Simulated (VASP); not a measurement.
# MgO (P-6m2) in VASP: further runs

The runs below take MgO through relaxation of cell and atoms, with r2SCAN+D4, HSE06, PBE-based screened hybrid with 25 % exact exchange, PBEsol-based screened hybrid with 25 % exact exchange, HF.

All numbers are computed with VASP 6.6.1; they aren't measurements. Logs are shortened: lines on timing, memory, paths and dates and some standing lists are left out, and cuts for length are marked.

**1. The cell of the first run**

The structure is hexagonal, space group P-6m2 (No. 187). The conventional cell has a = 2.938 Å, b = 2.938 Å, c = 2.680 Å, α = 90.00°, β = 90.00°, γ = 120.00°. Mg (site symmetry -6m2) has 6 O at 2.16 Å and 8 Mg at 2.68 to 2.94 Å within 3.0 Å. O (site symmetry -6m2) has 6 Mg at 2.16 Å and 8 O at 2.68 to 2.94 Å within 3.0 Å.

**2. Relaxation of cell and atoms, r2SCAN+D4**

The input, POSCAR:

```
MgO
1.0
    2.9380209034      0.0000000000      0.0000000000
   -1.4690104517      2.5444007392      0.0000000000
    0.0000000000      0.0000000000      2.6796800000
Mg O
1 1
Direct
    0.0000000000      0.0000000000      0.0000000000
    0.3333333333      0.6666666667      0.5000000000
```

The input, INCAR.step1:

```
PREC = Accurate
ENCUT = 660
ISMEAR = -1
SIGMA = 0.05
LREAL = F
LASPH = T
NELM = 120
GGA = PE
ALGO = Normal
EDIFF = 1E-5
LWAVE = T
LCHARG = F
GGA_COMPAT = F
IBRION = 2
ISIF = 3
EDIFFG = -0.005
NELMIN = 4
NSW = 100
```

The input, INCAR.step2:

```
PREC = Accurate
ENCUT = 660
EDIFF = 1E-7
ISMEAR = -1
SIGMA = 0.05
LREAL = F
LASPH = T
NELM = 120
ALGO = Normal
ISIF = 3
LWAVE = F
LCHARG = F
METAGGA = R2SCAN
LMIXTAU = T
IVDW = 13
VDW_S6 = 1.0
VDW_S8 = 0.6018749
VDW_A1 = 0.51559235
VDW_A2 = 5.77342911
IBRION = 2
NSW = 80
EDIFFG = -0.01
ISTART = 1
GGA_COMPAT = F
NELMIN = 4
```

The input, KPOINTS:

```
Automatic mesh
0
Gamma
  10 10 10
```

Potentials or basis: VASP PAW PBE potentials, release 64 (Mg, O).

Command:

```sh
> cat potpaw_PBE.64/Mg/POTCAR potpaw_PBE.64/O/POTCAR > POTCAR
> cp INCAR.step1 INCAR
> mpirun -np 1 vasp_std > vasp.out
> cp INCAR.step2 INCAR
> mpirun -np 1 vasp_std > vasp.out
```

OUTCAR:

```text
PREC = Accurate
   ENCUT = 660
   EDIFF = 1E-7
   ISMEAR = -1
   LREAL = F
   LASPH = T
   NELM = 120
   ISIF = 3
   METAGGA = R2SCAN
   IVDW = 13
   IBRION = 2
   NSW = 80
   EDIFFG = -0.01
   ISTART = 1
   NELMIN = 4

 ion  position               nearest neighbor table
   1  0.000  0.000  0.000-   2 2.16   2 2.16   2 2.16   2 2.16   2 2.16   2 2.16
   2  0.333  0.667  0.500-   1 2.16   1 2.16   1 2.16   1 2.16   1 2.16   1 2.16

  LATTYP: Found a hexagonal cell.
 ALAT       =     2.9380209034
 C/A-ratio  =     0.9120697531

  Lattice vectors:

 A1 = (   2.9380209034,   0.0000000000,   0.0000000000)
 A2 = (  -1.4690104517,   2.5444007392,   0.0000000000)
 A3 = (   0.0000000000,   0.0000000000,   2.6796800000)

Analysis of symmetry for initial positions (statically):
=====================================================================
 Subroutine PRICEL returns:
 Original cell was already a primitive cell.

 Routine SETGRP: Setting up the symmetry group for a
 hexagonal supercell.

 Subroutine GETGRP returns: Found 12 space group operations
 (whereof 12 operations were pure point group operations)
 out of a pool of 24 trial point group operations.

The static configuration has the point symmetry D_3h.

Analysis of symmetry for dynamics (positions and initial velocities):
=====================================================================
 Subroutine PRICEL returns:
 Original cell was already a primitive cell.

 Routine SETGRP: Setting up the symmetry group for a
 hexagonal supercell.

 Subroutine GETGRP returns: Found 12 space group operations
 (whereof 12 operations were pure point group operations)
 out of a pool of 24 trial point group operations.

The dynamic configuration has the point symmetry D_3h.

 Subroutine INISYM returns: Found 12 space group operations
 (whereof 12 operations are pure point group operations),
 and found     1 'primitive' translations

----------------------------------------------------------------------------------------

                                     Primitive cell

  volume of cell :      20.0320

  direct lattice vectors                    reciprocal lattice vectors
     2.938020903  0.000000000  0.000000000     0.340365175  0.196509926  0.000000000
    -1.469010452  2.544400739  0.000000000     0.000000000  0.393019851  0.000000000
     0.000000000  0.000000000  2.679680000     0.000000000  0.000000000  0.373178887

  length of vectors
     2.938020903  2.938020903  2.679680000     0.393019851  0.393019851  0.373178887

  position of ions in fractional coordinates (direct lattice)
     0.000000000  0.000000000  0.000000000
     0.333333333  0.666666667  0.500000000

  ion indices of the primitive-cell ions
   primitive index   ion index
                 1           1
                 2           2

----------------------------------------------------------------------------------------

 KPOINTS: Automatic mesh

Automatic generation of k-mesh.
 Grid dimensions read from file:
 generate k-points for:   10   10   10

 Generating k-lattice:

  Cartesian coordinates                     Fractional coordinates (reciprocal lattice)
     0.034036518  0.019650993  0.000000000     0.100000000 -0.000000000  0.000000000
     0.000000000  0.039301985  0.000000000     0.000000000  0.100000000  0.000000000
     0.000000000  0.000000000  0.037317889     0.000000000  0.000000000  0.100000000

  Length of vectors
     0.039301985  0.039301985  0.037317889

  Shift w.r.t. Gamma in fractional coordinates (k-lattice)
     0.000000000  0.000000000  0.000000000

 Subroutine IBZKPT returns following result:
 ===========================================

 Found     84 irreducible k-points:

 Following reciprocal coordinates:
            Coordinates               Weight
  0.000000  0.000000  0.000000      1.000000
  0.100000  0.000000  0.000000      6.000000
  0.200000  0.000000  0.000000      6.000000
  0.300000  0.000000  0.000000      6.000000
  0.400000  0.000000  0.000000      6.000000
  0.500000  0.000000  0.000000      3.000000
[... 16 lines left out ...]
  0.300000  0.100000  0.100000     24.000000
  0.400000  0.100000  0.100000     24.000000
 [... further k-points ...]
   k-points           NKPTS =     84   k-points in BZ     NKDIM =     84   number of bands    NBANDS=      8
   number of dos      NEDOS =    301   number of ions     NIONS =      2
   total plane-waves  NPLWV =  18816
   dimension x,y,z NGX =    28 NGY =   28 NGZ =   24
   dimension x,y,z NGXF=    56 NGYF=   56 NGZF=   48
   ions per type =               1   1
   NGX,Y,Z   is equivalent  to a cutoff of  15.84, 15.84, 14.89 a.u.
   NGXF,Y,Z  is equivalent  to a cutoff of  31.69, 31.69, 29.78 a.u.
 SYSTEM =  unknown system
   PREC   = accura    normal or accurate (medium, high low for compatibility)
   ISTART =      1    job   : 0-new  1-cont  2-samecut
   ICHARG =      0    charge: 1-file 2-atom 10-const
   ISPIN  =      1    spin polarized calculation?
   LNONCOLLINEAR =      F non collinear calculations
   LSORBIT =      F    spin-orbit coupling
   LASPH  =      T    aspherical Exc in radial PAW
   ENCUT  =  660.0 eV  48.51 Ry    6.96 a.u.   6.15  6.15  5.61*2*pi/ulx,y,z
   NELM   =    120;   NELMIN=  4; NELMDL=  0     # of ELM steps
   EDIFF  = 0.1E-06   stopping-criterion for ELM
   LREAL  =      F    real-space projection
   EDIFFG = -.1E-01   stopping-criterion for IOM
   NSW    =     80    number of steps for IOM
   IBRION =      2    ionic relax: 0-MD 1-quasi-New 2-CG
   NFREE  =      1    steps in history (QN), initial steepest desc. (CG)
   ISIF   =      3    stress and relaxation
   ISYM   =      2    0-nonsym 1-usesym 2-fastsym
   POTIM  = 0.5000    time-step for ionic-motion
   TEBEG  =    0.0;   TEEND  =   0.0 temperature during run
   PSTRESS=    0.0 pullay stress
   NELECT =       8.0000    total number of electrons
   NUPDOWN=      -1.0000    fix difference up-down
   EMIN   =  10.00;   EMAX   =-10.00  energy-range for DOS
   EFERMI =   0.00;   METHOD = LEGACY
   ISMEAR =    -1;   SIGMA  =   0.05  broadening in eV -4-tet -1-fermi 0-gaus
   EFERMI_NEDOS =   21; number of points for ismear=-14 and -15
   IALGO  =     38    algorithm
   IMIX   =      4    mixing-type and parameters
     AMIX     =   0.40;   BMIX     =  1.00
     AMIX_MAG =   1.60;   BMIX_MAG =  1.00
  volume/ion in A,a.u.               =      10.02        67.59
  Fermi-wavevector in a.u.,A,eV,Ry     =   1.205583  2.278221 19.775115  1.453430
  Thomas-Fermi vector in A             =   2.341275
   LORBIT       =      0    0 simple, 1 ext, 2 COOP (PROOUT), +10 PAW based schemes
   METAGGA = R2SCAN    functional components
   LHFCALC =     F    Hartree Fock is set to
   AEXX    =    0.0000 exact exchange contribution
   IVDW    =    13    specifies the selected vdW correction
   LEPSILON=     F    determine dielectric tensor
   LRPA    =     F    only Hartree local field effects (RPA)
 conjugate gradient relaxation of ions
 non-spin polarized calculation
  energy-cutoff  :      660.00
  volume of cell :       20.03
 maximum number of plane-waves:       790
 NGX is ok and might be reduce to    28
   NGX = 13   NGY = 13   NGZ = 11

--------------------------------------- Ionic step        1  -------------------------------------------

 number of electron       8.0000000 magnetization

 Free energy of the ion-electron system (eV)
  ---------------------------------------------------
  ext. energy  EPLUGINS =         0.00000000
  ---------------------------------------------------
  free energy    TOTEN  =       -15.40267168 eV

  energy without entropy =      -15.40267168  energy(sigma->0) =      -15.40267168

------------------------ aborting loop because EDIFF is reached ----------------------------------------

  DFT-D4 for vdW energy calculation

  Edisp (eV):   -0.12164

  FORCE on cell =-STRESS in cart. coord.  units (eV):
  Direction    XX          YY          ZZ          XY          YZ          ZX
  --------------------------------------------------------------------------------------
  -------------------------------------------------------------------------------------
  Total      -0.89262    -0.89262    -1.02877    -0.00000     0.00000    -0.00000
  in kB     -71.39293   -71.39293   -82.28248    -0.00000     0.00000    -0.00000
  external pressure =      -75.02 kB  Pullay stress =        0.00 kB
[... 141 lines left out ...]
  energy  without entropy=      -15.5489941404  energy(sigma->0) =      -15.54899414

--------------------------------------- Ionic step        5  -------------------------------------------

 number of electron       8.0000001 magnetization

 Free energy of the ion-electron system (eV)
  ---------------------------------------------------
  ext. energy  EPLUGINS =         0.00000000
  ---------------------------------------------------
  free energy    TOTEN  =       -15.42058211 eV

  energy without entropy =      -15.42058211  energy(sigma->0) =      -15.42058211

 E-fermi :   4.4461     XC(G=0): -11.4758

 val. band max:        3.3198265093   @ k =   0.3000   0.3000   0.0000
 cond. band min:       7.5126364156   @ k =   0.0000   0.0000   0.0000
 fundamental gap:      4.1928099063
 Fermi energy:         4.4461374979

 k-point     1 :       0.0000    0.0000    0.0000
  band No.  band energies     occupation
      1     -15.3339      2.00000
      2       2.6809      2.00000
      3       2.6809      2.00000
      4       2.9027      2.00000
      5       7.5126      0.00000
      6      16.4050      0.00000
      7      20.3891      0.00000
      8      20.3891      0.00000
[... 243 lines left out ...]
 k-point    24 :       0.4000    0.1000    0.1000
  band No.  band energies     occupation
      1     -14.1531      2.00000
      2      -1.4830      2.00000
      3       1.6009      2.00000
      4       2.8091      2.00000
      5      11.5169      0.00000
      6      15.4443      0.00000
      7      18.3126      0.00000
      8      22.3421      0.00000

 [... further k-points ...]

------------------------ aborting loop because EDIFF is reached ----------------------------------------

  DFT-D4 for vdW energy calculation

  Edisp (eV):   -0.12854

  FORCE on cell =-STRESS in cart. coord.  units (eV):
  Direction    XX          YY          ZZ          XY          YZ          ZX
  --------------------------------------------------------------------------------------
  -------------------------------------------------------------------------------------
  Total       0.00231     0.00231     0.00260     0.00000     0.00000    -0.00000
  in kB       0.19437     0.19437     0.21928     0.00000     0.00000    -0.00000
  external pressure =        0.20 kB  Pullay stress =        0.00 kB
[... 17 lines left out ...]
  FREE ENERGIE OF THE ION-ELECTRON SYSTEM (eV)
  ---------------------------------------------------
  free  energy   TOTEN  =       -15.5491238092 eV

  energy  without entropy=      -15.5491238092  energy(sigma->0) =      -15.54912381

 reached required accuracy - stopping structural energy minimisation
```

Run time: 3 min. Hardware: 1 thread of Intel Xeon 6975P-C (Granite Rapids), shared host; peak memory 0.18 GiB.

What came out:

| Item | Value |
| --- | --- |
| Free energy | -15.5491 eV |
| Relaxed volume | 9.51 Å³/atom |
| Relaxed cell | a = 2.886 Å, b = 2.886 Å, c = 2.636 Å, α = 90.00°, β = 90.00°, γ = 120.00° |
| Space group after relaxing (to 0.1 Å) | P-6m2 (No. 187) |
| Energy gained by relaxing | 12.4 meV/atom |
| Ionic steps | 5 |
| Pressure after relaxing | 0.0 GPa |
| Band gap on the k mesh | 4.19 eV (least direct gap 4.61 eV) |
| Dispersion energy per atom | -0.064 eV |

The path:
```tsv
step	energy change (eV)	largest force (eV/Å)	pressure (GPa)	volume (Å³)
1	0.0000	0.0000	-7.50	20.03
2	-0.0213	0.0000	2.93	18.70
3	-0.0245	0.0000	-0.06	19.04
4	-0.0247	0.0000	0.07	19.00
5	-0.0248	0.0000	0.02	19.02
```

Final structure:
```xyz
2
Lattice="2.8861 0.0000 0.0000 -1.4431 2.4995 0.0000 0.0000 0.0000 2.6360" Properties=species:S:1:pos:R:3 pbc="T T T"
Mg    0.0000    0.0000    0.0000
O     0.0000    1.6663    1.3180
```

Levels at points of the mesh, in eV from the valence-band top:
| k point | band 2 | band 3 | band 4 | band 5 | band 6 | band 7 |
| --- | --- | --- | --- | --- | --- | --- |
| (0.00, 0.00, 0.00) | -0.64 | -0.64 | -0.42 | 4.19 | 13.09 | 17.07 |
| (0.50, 0.00, 0.00) | -5.12 | -1.40 | -0.04 | 7.70 | 12.26 | 14.52 |
| (0.00, 0.00, 0.50) | -5.59 | -0.09 | -0.09 | 9.69 | 10.37 | 19.01 |
| (0.50, 0.00, 0.50) | -3.96 | -3.58 | -0.90 | 6.79 | 12.78 | 15.94 |

Caveat: the PAW data sets were made with another functional, which shifts forces and pressure a little.

**3. Relaxation of cell and atoms, HSE06**

POSCAR is that of step 2.

The input, INCAR.step1:

```
ALGO = Normal ; EDIFF = 1E-5
ENCUT = 600 ; GGA = PE
ISMEAR = -1 ; LASPH = True
LCHARG = False ; LREAL = False
LWAVE = True ; NBANDS = 11
NELM = 100 ; PREC = Accurate
SIGMA = 0.05
```

The input, INCAR.step2:

```
ALGO = Normal ; EDIFF = 1E-7
EDIFFG = -0.01 ; ENCUT = 600
GGA = PE ; HFSCREEN = 0.2079
IBRION = 2 ; ISIF = 3
ISMEAR = -1 ; ISTART = 1
LASPH = True ; LCHARG = False
LHFCALC = True ; LREAL = False
LWAVE = False ; NELM = 100
NSW = 60 ; PREC = Accurate
PRECFOCK = Normal ; SIGMA = 0.05
```

The input, KPOINTS:

```
k-points
0
Gamma
  5 5 5
```

Potentials or basis: VASP PAW PBE potentials, release 64 (Mg, O).

Command:

```sh
> cat potpaw_PBE.64/Mg/POTCAR potpaw_PBE.64/O/POTCAR > POTCAR
> cp INCAR.step1 INCAR
> mpirun -np 1 vasp_std > vasp.out
> cp INCAR.step2 INCAR
> mpirun -np 1 vasp_std > vasp.out
```

OUTCAR:

```text
EDIFF = 1E-7
   EDIFFG = -0.01
   ENCUT = 600
   GGA = PE
   HFSCREEN = 0.2079
   IBRION = 2
   ISIF = 3
   ISMEAR = -1
   ISTART = 1
   LASPH = True
   LHFCALC = True
   LREAL = False
   NELM = 100
   NSW = 60
   PREC = Accurate
   PRECFOCK = Normal

 ion  position               nearest neighbor table
   1  0.000  0.000  0.000-   2 2.16   2 2.16   2 2.16   2 2.16   2 2.16   2 2.16
   2  0.333  0.667  0.500-   1 2.16   1 2.16   1 2.16   1 2.16   1 2.16   1 2.16

  LATTYP: Found a hexagonal cell.
 ALAT       =     2.9380209034
 C/A-ratio  =     0.9120697531

  Lattice vectors:

 A1 = (   2.9380209034,   0.0000000000,   0.0000000000)
 A2 = (  -1.4690104517,   2.5444007392,   0.0000000000)
 A3 = (   0.0000000000,   0.0000000000,   2.6796800000)

Analysis of symmetry for initial positions (statically):
=====================================================================
 Subroutine PRICEL returns:
 Original cell was already a primitive cell.

 Routine SETGRP: Setting up the symmetry group for a
 hexagonal supercell.

 Subroutine GETGRP returns: Found 12 space group operations
[... 151 lines left out ...]
 NGX is ok and might be reduce to    24
  NGX = 18; NGY = 18; NGZ = 18

--------------------------------------- Ionic step        1  -------------------------------------------

 number of electron       7.9999996 magnetization

 Free energy of the ion-electron system (eV)
  ---------------------------------------------------
  ext. energy  EPLUGINS =         0.00000000
  ---------------------------------------------------
  free energy    TOTEN  =       -13.46256083 eV

  energy without entropy =      -13.46256083  energy(sigma->0) =      -13.46256083

------------------------ aborting loop because EDIFF is reached ----------------------------------------

  FORCE on cell =-STRESS in cart. coord.  units (eV):
  Direction    XX          YY          ZZ          XY          YZ          ZX
  --------------------------------------------------------------------------------------
  -------------------------------------------------------------------------------------
  Total       -0.7218247     -0.7218247     -0.9023703      0.0000000      0.0000000      0.0000000
  in kB      -57.7323211    -57.7323211    -72.1725520      0.0000000      0.0000000      0.0000000
  external PRESSURE =     -62.5457314 kB  Pullay stress =       0.0000000 kB
[... 131 lines left out ...]
--------------------------------------- Ionic step        5  -------------------------------------------

 number of electron       7.9999998 magnetization

 Free energy of the ion-electron system (eV)
  ---------------------------------------------------
  ext. energy  EPLUGINS =         0.00000000
  ---------------------------------------------------
  free energy    TOTEN  =       -13.47974362 eV

  energy without entropy =      -13.47974362  energy(sigma->0) =      -13.47974362

 E-fermi :   3.5975     XC(G=0):  -8.9779

 val. band max:        2.4229882062   @ k =   0.4000   0.2000   0.0000
 cond. band min:       7.3723410503   @ k =   0.0000   0.0000   0.0000
 fundamental gap:      4.9493528441
 Fermi energy:         3.5975031495

 k-point     1 :       0.0000    0.0000    0.0000
  band No.  band energies     occupation
      1     -16.8007      2.00000
      2       1.7819      2.00000
      3       1.7819      2.00000
      4       2.0011      2.00000
      5       7.3723      0.00000
      6      16.2973      0.00000
      7      20.3277      0.00000
      8      20.3277      0.00000
[... 181 lines left out ...]
  FREE ENERGIE OF THE ION-ELECTRON SYSTEM (eV)
  ---------------------------------------------------
  free  energy   TOTEN  =       -13.4797436151 eV

  energy  without entropy=      -13.4797436151  energy(sigma->0) =      -13.47974362

 reached required accuracy - stopping structural energy minimisation
```

OSZICAR.step1:

```text
N       E                     dE             d eps       ncg     rms          rms(c)
DAV:   1     0.213774198802E+02    0.21377E+02   -0.47018E+03   362   0.710E+02
DAV:   2    -0.121614559441E+02   -0.33539E+02   -0.32266E+02   384   0.146E+02
DAV:   3    -0.129832464024E+02   -0.82179E+00   -0.82128E+00   407   0.217E+01
DAV:   4    -0.129854227954E+02   -0.21764E-02   -0.21764E-02   351   0.126E+00
DAV:   5    -0.129854306188E+02   -0.78235E-05   -0.78234E-05   393   0.744E-02    0.737E+00
DAV:   6    -0.112795760603E+02    0.17059E+01   -0.97702E+00   333   0.168E+01    0.241E+00
DAV:   7    -0.112462555860E+02    0.33320E-01   -0.76494E-02   345   0.242E+00    0.139E+00
DAV:   8    -0.112287754650E+02    0.17480E-01   -0.38557E-02   345   0.212E+00    0.272E-01
DAV:   9    -0.112284610683E+02    0.31440E-03   -0.28133E-04   401   0.124E-01    0.200E-01
DAV:  10    -0.112283453018E+02    0.11577E-03   -0.81449E-04   333   0.226E-01    0.137E-02
DAV:  11    -0.112283443596E+02    0.94223E-06   -0.13064E-05   264   0.247E-02
   1 F= -.11228344E+02 E0= -.11228344E+02  d E =-.103936E-09
```

It took 7.8 min on 1 thread of Intel Xeon 6975P-C (Granite Rapids), shared host; peak memory 0.25 GiB.

What came out:

* Free energy: -13.4797 eV
* Relaxed volume: 9.59 Å³/atom
* Relaxed cell: a = 2.896 Å, b = 2.896 Å, c = 2.642 Å, α = 90.00°, β = 90.00°, γ = 120.00°
* Space group after relaxing (to 0.1 Å): P-6m2 (No. 187)
* Energy gained by relaxing: 8.6 meV/atom
* Ionic steps: 5
* Pressure after relaxing: 0.0 GPa
* Band gap on the k mesh: 4.95 eV (least direct gap 5.37 eV)

Step by step:
| step | energy change (eV) | largest force (eV/Å) | pressure (GPa) | volume (Å³) |
| --- | --- | --- | --- | --- |
| 1 | 0.0000 | 0.0000 | -6.25 | 20.03 |
| 2 | -0.0146 | 0.0000 | 2.38 | 18.92 |
| 3 | -0.0169 | 0.0000 | -0.09 | 19.21 |
| 4 | -0.0171 | 0.0000 | 0.08 | 19.17 |
| 5 | -0.0172 | 0.0000 | 0.01 | 19.18 |

Final structure:
```yaml
crystal:
  lattice:
    - [2.89566, 0.00000, 0.00000]
    - [-1.44783, 2.50771, 0.00000]
    - [0.00000, 0.00000, 2.64159]
  atoms:
    - { symbol: Mg, position: [0.00000, 0.00000, 0.00000] }
    - { symbol: O, position: [0.33333, 0.66667, 0.50000] }
```

Caveat: the k points lie up to 0.50 Å⁻¹ apart in the final cell; the PAW data sets were made with another functional, which shifts forces and pressure a little; an odd mesh through Γ misses points on the zone boundary, where band edges can lie.

[end of part 1 of 2]
